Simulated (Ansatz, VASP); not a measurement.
Ir: VASP beside Ansatz

```
CELL_PARAMETERS angstrom
2.75138 0.00000 0.00000
-1.37569 2.38276 0.00000
0.00000 0.00000 4.46229
ATOMIC_POSITIONS crystal
Ir 0.33333 0.66667 0.25000
Ir 0.66667 0.33333 0.75000
```

Alike in both runs: task single point; functional r2SCANh; k mesh 6 × 6 × 3; occupations fermi-dirac, width 0.05 eV; no spin polarisation.

```csv
,VASP,Ansatz
version,VASP 6.6.1,Ansatz 0.2.0
potentials or method,"VASP PAW PBE potentials, release 64 (Ir)",Ansatz PAW
plane-wave cutoff (eV),520,500
valence electrons in the cell,18,34
```

Ansatz gave:

```
gap on the k mesh at the Fermi level (eV)                     : none
pressure (GPa)                                                : -12.9
traceless stress, the component that is largest in VASP (GPa) : -9.56
```

Estimate VASP's values.

gap on the k mesh at the Fermi level (eV): none; pressure (GPa): -10.4; traceless stress, the component that is largest in VASP (GPa): -9.34.

VASP's potentials were made for PBE, not for r2SCANh. A gap of «none» marks a metal or a gap that the smearing closes. VASP's potentials hold 18 valence electrons a cell and Ansatz's 34, so a difference there can come from the potentials and not from the codes.

The k mesh is coarse, so the values compare programs but aren't converged. Spin-orbit coupling is off throughout.
